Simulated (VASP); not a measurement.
# CdS (P6_3mc) in VASP: single point with B3LYP5

Aim: the single point of CdS with B3LYP5.

Everything below comes from runs of VASP 6.6.1. Logs are shortened: lines on timing, memory, paths and dates and some standing lists are left out, and cuts for length are marked.

### 1 The cell of the first run

Symmetry: P6_3mc, No. 186, hexagonal system. Conventional cell: a = 4.232 Å, b = 4.232 Å, c = 6.883 Å, α = 90.00°, β = 90.00°, γ = 120.00°. Within 3.4 Å of Cd (site symmetry 3m) lie 4 S at 2.59 Å. Within 3.4 Å of S (site symmetry 3m) lie 4 Cd at 2.59 Å.

### 2 Single point, B3LYP5

Input file POSCAR:

```
CdS
1.0
    4.2317068336      0.0000000000      0.0000000000
   -2.1158534168      3.6647656193      0.0000000000
    0.0000000000      0.0000000000      6.8825104534
Cd S
2 2
Direct
    0.6666666667      0.3333333333      0.4993893115
    0.3333333333      0.6666666667     -0.0006106885
    0.6666666667      0.3333333333      0.8756106885
    0.3333333333      0.6666666667      0.3756106885
```

Input file INCAR.step1:

```
ALGO = Normal ; EDIFF = 1E-5
ENCUT = 520 ; GGA = PE
ISIF = 2 ; ISMEAR = -1
LASPH = T ; LCHARG = F
LREAL = F ; LWAVE = T
NBANDS = 26 ; NELM = 100
PREC = Accurate ; SIGMA = 0.05
```

Input file INCAR.step2:

```
AEXX = 0.2 ; AGGAC = 0.81
AGGAX = 0.72 ; ALDAC = 0.19
ALGO = Normal ; EDIFF = 1E-6
ENCUT = 520 ; GGA = B5
HFRCUT = -1 ; ISIF = 2
ISMEAR = -1 ; ISTART = 1
LASPH = T ; LCHARG = F
LHFCALC = T ; LREAL = F
LWAVE = F ; NBANDS = 26
NELM = 100 ; PREC = Accurate
PRECFOCK = Normal ; SIGMA = 0.05
```

Input file KPOINTS:

```
k-points
0
Gamma
  4 4 2
```

Potentials or basis: VASP PAW PBE potentials, release 64 (Cd, S).

Command:

```bash
$ cat potpaw_PBE.64/Cd/POTCAR potpaw_PBE.64/S/POTCAR > POTCAR
$ cp INCAR.step1 INCAR
$ mpirun -np 1 vasp_std > vasp.out
$ cp INCAR.step2 INCAR
$ mpirun -np 1 vasp_std > vasp.out
```

OUTCAR:

```text
AEXX = 0.2
   EDIFF = 1E-6
   ENCUT = 520
   GGA = B5
   ISIF = 2
   ISMEAR = -1
   ISTART = 1
   LASPH = T
   LHFCALC = T
   LREAL = F
   NELM = 100
   PREC = Accurate
   PRECFOCK = Normal

 ion  position               nearest neighbor table
   1  0.667  0.333  0.499-   4 2.59   4 2.59   4 2.59   3 2.59
   2  0.333  0.667  0.999-   3 2.59   3 2.59   3 2.59   4 2.59
   3  0.667  0.333  0.876-   2 2.59   2 2.59   2 2.59   1 2.59
   4  0.333  0.667  0.376-   1 2.59   1 2.59   1 2.59   2 2.59

  LATTYP: Found a hexagonal cell.
 ALAT       =     4.2317068336
 C/A-ratio  =     1.6264147598

  Lattice vectors:

 A1 = (   4.2317068336,   0.0000000000,   0.0000000000)
 A2 = (  -2.1158534168,   3.6647656193,   0.0000000000)
 A3 = (   0.0000000000,   0.0000000000,   6.8825104534)

Analysis of symmetry for initial positions (statically):
=====================================================================
 Subroutine PRICEL returns:
 Original cell was already a primitive cell.

 Routine SETGRP: Setting up the symmetry group for a
 hexagonal supercell.

 Subroutine GETGRP returns: Found 12 space group operations
 (whereof  6 operations were pure point group operations)
 out of a pool of 24 trial point group operations.

The static configuration has the point symmetry C_3v.
 The point group associated with its full space group is C_6v.

Analysis of symmetry for dynamics (positions and initial velocities):
=====================================================================
 Subroutine PRICEL returns:
 Original cell was already a primitive cell.

 Routine SETGRP: Setting up the symmetry group for a
 hexagonal supercell.

 Subroutine GETGRP returns: Found 12 space group operations
 (whereof  6 operations were pure point group operations)
 out of a pool of 24 trial point group operations.

The dynamic configuration has the point symmetry C_3v.
 The point group associated with its full space group is C_6v.

 Subroutine INISYM returns: Found 12 space group operations
 (whereof  6 operations are pure point group operations),
 and found     1 'primitive' translations

----------------------------------------------------------------------------------------

                                     Primitive cell

  volume of cell :     106.7354

  direct lattice vectors                    reciprocal lattice vectors
     4.231706834  0.000000000  0.000000000     0.236311266  0.136434373  0.000000000
    -2.115853417  3.664765619  0.000000000     0.000000000  0.272868746  0.000000000
     0.000000000  0.000000000  6.882510453     0.000000000  0.000000000  0.145295820

  length of vectors
     4.231706834  4.231706834  6.882510453     0.272868746  0.272868746  0.145295820

  position of ions in fractional coordinates (direct lattice)
     0.666666667  0.333333333  0.499389312
     0.333333333  0.666666667  0.999389312
     0.666666667  0.333333333  0.875610688
     0.333333333  0.666666667  0.375610688

  ion indices of the primitive-cell ions
   primitive index   ion index
                 1           1
                 2           2
                 3           3
                 4           4

----------------------------------------------------------------------------------------

 KPOINTS: k-points

Automatic generation of k-mesh.
 Grid dimensions read from file:
 generate k-points for:    4    4    2

 Generating k-lattice:

  Cartesian coordinates                     Fractional coordinates (reciprocal lattice)
     0.059077817  0.034108593  0.000000000     0.250000000  0.000000000  0.000000000
     0.000000000  0.068217187  0.000000000     0.000000000  0.250000000  0.000000000
     0.000000000  0.000000000  0.072647910     0.000000000  0.000000000  0.500000000

  Length of vectors
     0.068217187  0.068217187  0.072647910

  Shift w.r.t. Gamma in fractional coordinates (k-lattice)
     0.000000000  0.000000000  0.000000000

 Subroutine IBZKPT returns following result:
 ===========================================

 Found      8 irreducible k-points:

 Following reciprocal coordinates:
            Coordinates               Weight
  0.000000  0.000000  0.000000      1.000000
  0.250000 -0.000000  0.000000      6.000000
  0.500000 -0.000000  0.000000      3.000000
  0.250000  0.250000  0.000000      6.000000
  0.000000  0.000000  0.500000      1.000000
  0.250000 -0.000000  0.500000      6.000000
  0.500000 -0.000000  0.500000      3.000000
  0.250000  0.250000  0.500000      6.000000
   k-points           NKPTS =      8   k-points in BZ     NKDIM =     32   number of bands    NBANDS=     26
   number of dos      NEDOS =    301   number of ions     NIONS =      4
   total plane-waves  NPLWV =  55296
   dimension x,y,z NGX =    32 NGY =   32 NGZ =   54
   dimension x,y,z NGXF=    64 NGYF=   64 NGZF=  108
   ions per type =               2   2
   NGX,Y,Z   is equivalent  to a cutoff of  12.57, 12.57, 13.04 a.u.
   NGXF,Y,Z  is equivalent  to a cutoff of  25.14, 25.14, 26.09 a.u.
 SYSTEM =  unknown system
   PREC   = accura    normal or accurate (medium, high low for compatibility)
   ISTART =      1    job   : 0-new  1-cont  2-samecut
   ICHARG =      0    charge: 1-file 2-atom 10-const
   ISPIN  =      1    spin polarized calculation?
   LNONCOLLINEAR =      F non collinear calculations
   LSORBIT =      F    spin-orbit coupling
   LASPH  =      T    aspherical Exc in radial PAW
   ENCUT  =  520.0 eV  38.22 Ry    6.18 a.u.   7.87  7.87 12.80*2*pi/ulx,y,z
   NELM   =    100;   NELMIN=  2; NELMDL=  0     # of ELM steps
   EDIFF  = 0.1E-05   stopping-criterion for ELM
   LREAL  =      F    real-space projection
   EDIFFG = 0.1E-04   stopping-criterion for IOM
   NSW    =      0    number of steps for IOM
   IBRION =     -1    ionic relax: 0-MD 1-quasi-New 2-CG
   NFREE  =      0    steps in history (QN), initial steepest desc. (CG)
   ISIF   =      2    stress and relaxation
   ISYM   =      3    0-nonsym 1-usesym 2-fastsym
   POTIM  = 0.5000    time-step for ionic-motion
   TEBEG  =    0.0;   TEEND  =   0.0 temperature during run
   PSTRESS=    0.0 pullay stress
   NELECT =      36.0000    total number of electrons
   NUPDOWN=      -1.0000    fix difference up-down
   EMIN   =  10.00;   EMAX   =-10.00  energy-range for DOS
   EFERMI =   0.00;   METHOD = LEGACY
   ISMEAR =    -1;   SIGMA  =   0.05  broadening in eV -4-tet -1-fermi 0-gaus
   EFERMI_NEDOS =   21; number of points for ismear=-14 and -15
   IALGO  =     38    algorithm
   IMIX   =      1    mixing-type and parameters
     AMIX     =   0.40;   BMIX     =  1.00
     AMIX_MAG =   1.60;   BMIX_MAG =  1.00
  volume/ion in A,a.u.               =      26.68       180.07
  Fermi-wavevector in a.u.,A,eV,Ry     =   1.139566  2.153467 17.668668  1.298610
  Thomas-Fermi vector in A             =   2.276269
   LORBIT       =      0    0 simple, 1 ext, 2 COOP (PROOUT), +10 PAW based schemes
   GGA     = B5    functional components
   LHFCALC =     T    Hartree Fock is set to
   PRECFOCK=normal    Normal, Fast or Accurate (Low or Medium for compatibility)
   ENCUT4O =  -1.0   cutoff for four orbital integrals eV
   NKREDX  =     1    reduce k-point grid by
   NKREDY  =     1    reduce k-point grid by
   NKREDZ  =     1    reduce k-point grid by
   AEXX    =    0.2000 exact exchange contribution
   HFSCREEN=    0.0000 screening length (either q_TF or 0.3 A-1)
   HFSCREENC=   0.0000 screening length for correlation (either q_TF or 0.3 A-1)
   ENCUTFOCK=  -1.0 apply spherical cutoff to Coloumb kernel
   IVDW    =     0    specifies the selected vdW correction
   LEPSILON=     F    determine dielectric tensor
   LRPA    =     F    only Hartree local field effects (RPA)
 non-spin polarized calculation
  energy-cutoff  :      520.00
  volume of cell :      106.74
 maximum number of plane-waves:      2886
 NGX is ok and might be reduce to    32
  NGX = 24; NGY = 24; NGZ = 40

 number of electron      36.0000000 magnetization

 Free energy of the ion-electron system (eV)
  ---------------------------------------------------
  ext. energy  EPLUGINS =         0.00000000
  ---------------------------------------------------
  free energy    TOTEN  =       -13.86142550 eV

  energy without entropy =      -13.86142550  energy(sigma->0) =      -13.86142550

 E-fermi :   1.3301     XC(G=0):  -6.9772

 val. band max:        0.1955890873   @ k =   0.0000   0.0000   0.0000
 cond. band min:       2.5302647524   @ k =   0.0000   0.0000   0.0000
 fundamental gap:      2.3346756652
 Fermi energy:         1.3301158889

 k-point     1 :       0.0000    0.0000    0.0000
  band No.  band energies     occupation
      1     -12.7510      2.00000
      2     -12.3700      2.00000
      3      -8.3145      2.00000
      4      -8.3045      2.00000
      5      -8.3045      2.00000
      6      -8.2352      2.00000
[... 18 lines left out ...]
     25       9.2729      0.00000
     26       9.2729      0.00000

 k-point     2 :       0.2500   -0.0000    0.0000
  band No.  band energies     occupation
      1     -12.5715      2.00000
      2     -12.2959      2.00000
      3      -8.2619      2.00000
      4      -8.2485      2.00000
      5      -8.1655      2.00000
      6      -8.1503      2.00000
[... 18 lines left out ...]
     25       9.6335      0.00000
     26      10.1759      0.00000

 k-point     3 :       0.5000   -0.0000    0.0000
  band No.  band energies     occupation
      1     -12.3758      2.00000
      2     -12.2583      2.00000
      3      -8.2242      2.00000
      4      -8.2131      2.00000
      5      -8.0693      2.00000
      6      -8.0546      2.00000
[... 18 lines left out ...]
     25      10.0513      0.00000
     26      11.6530      0.00000

 k-point     4 :       0.2500    0.2500    0.0000
  band No.  band energies     occupation
      1     -12.3727      2.00000
      2     -12.2549      2.00000
      3      -8.2402      2.00000
      4      -8.1766      2.00000
      5      -8.0995      2.00000
      6      -8.0807      2.00000
[... 18 lines left out ...]
     25       9.4331      0.00000
     26      11.0538      0.00000

 k-point     5 :       0.0000    0.0000    0.5000
  band No.  band energies     occupation
      1     -12.5522      2.00000
      2     -12.5522      2.00000
      3      -8.2754      2.00000
      4      -8.2754      2.00000
      5      -8.2754      2.00000
      6      -8.2754      2.00000
[... 18 lines left out ...]
     25       8.5072      0.00000
     26       8.5072      0.00000

 k-point     6 :       0.2500   -0.0000    0.5000
  band No.  band energies     occupation
      1     -12.4244      2.00000
      2     -12.4244      2.00000
      3      -8.2144      2.00000
      4      -8.2144      2.00000
      5      -8.2008      2.00000
      6      -8.2008      2.00000
[... 18 lines left out ...]
     25       9.4472      0.00000
     26       9.4472      0.00000

 k-point     7 :       0.5000   -0.0000    0.5000
  band No.  band energies     occupation
      1     -12.3084      2.00000
      2     -12.3084      2.00000
      3      -8.1943      2.00000
      4      -8.1943      2.00000
      5      -8.1374      2.00000
      6      -8.1374      2.00000
[... 18 lines left out ...]
     25      10.0758      0.00000
     26      10.0758      0.00000

 k-point     8 :       0.2500    0.2500    0.5000
  band No.  band energies     occupation
      1     -12.3055      2.00000
      2     -12.3055      2.00000
      3      -8.1727      2.00000
      4      -8.1727      2.00000
      5      -8.1457      2.00000
      6      -8.1457      2.00000
[... 18 lines left out ...]
     25       9.9674      0.00000
     26       9.9674      0.00000

------------------------ aborting loop because EDIFF is reached ----------------------------------------

  FORCE on cell =-STRESS in cart. coord.  units (eV):
  Direction    XX          YY          ZZ          XY          YZ          ZX
  --------------------------------------------------------------------------------------
  -------------------------------------------------------------------------------------
  Total        0.1611901      0.1611901      0.0767215      0.0000000      0.0000000      0.0000000
  in kB        2.4195813      2.4195813      1.1516460      0.0000000      0.0000000      0.0000000
  external PRESSURE =       1.9969362 kB  Pullay stress =       0.0000000 kB

 VOLUME and BASIS-vectors are now :
 -----------------------------------------------------------------------------
  energy-cutoff  :      520.00
  volume of cell :      106.74
      direct lattice vectors                 reciprocal lattice vectors
     4.231706834  0.000000000  0.000000000     0.236311266  0.136434373  0.000000000
    -2.115853417  3.664765619  0.000000000     0.000000000  0.272868746  0.000000000
     0.000000000  0.000000000  6.882510453     0.000000000  0.000000000  0.145295820

 POSITION                                       TOTAL-FORCE (eV/Angst)
 -----------------------------------------------------------------------------------
      2.11585      1.22159      3.43705        -0.000000      0.000000      0.000336
     -0.00000      2.44318      6.87831         0.000000     -0.000000      0.000336
      2.11585      1.22159      6.02640        -0.000000     -0.000000     -0.000336
     -0.00000      2.44318      2.58514        -0.000000      0.000000     -0.000336
 -----------------------------------------------------------------------------------
    total drift:                                0.000000     -0.000000     -0.000258

  FREE ENERGIE OF THE ION-ELECTRON SYSTEM (eV)
  ---------------------------------------------------
  free  energy   TOTEN  =       -13.8614255001 eV

  energy  without entropy=      -13.8614255001  energy(sigma->0) =      -13.86142550
```

Wall time 30 min (1 thread of AMD EPYC 7R43 (Zen 3), shared host); peak memory 0.22 GiB.

Results:

| Property | Result |
| --- | --- |
| Free energy | -13.8614 eV |
| Pressure | 0.2 GPa |
| Band gap on the k mesh | 2.33 eV |

Caveat: the k points lie up to 0.46 Å⁻¹ apart; the PAW data sets were made with another functional, which shifts forces and pressure a little.
